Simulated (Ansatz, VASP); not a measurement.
ScPt: VASP beside Ansatz

```
Sc Pt
1.0
     3.28943    0.00000    0.00000
     0.00000    3.28943    0.00000
     0.00000    0.00000    3.28943
Sc Pt
1 1
Direct
  0.50000 0.50000 0.50000
  0.00000 0.00000 0.00000
```

Change from the starting cell: volume scaled by 1, crystal datasets.

Alike in both runs: task electric field gradients; functional PBEsol; k mesh 11 × 11 × 11; occupations fermi-dirac, width 0.05 eV; no spin polarisation.

|  | VASP | Ansatz |
| --- | --- | --- |
| version | VASP 6.6.1 | Ansatz 0.2.0 |
| potentials or method | VASP PAW PBE potentials, release 64 (Sc_sv, Pt), cutoff 520 eV | all-electron PAW with datasets made for the crystal, scalar-relativistic |

|  | VASP | Ansatz | Ansatz less VASP |
| --- | --- | --- | --- |
| pressure (GPa) | -3.9 | -4.1 | -0.11 |

VASP's potentials were made for PBE, not for PBEsol. Ansatz ran all-electron here, and VASP with PAW potentials.

Spin-orbit coupling is off throughout.
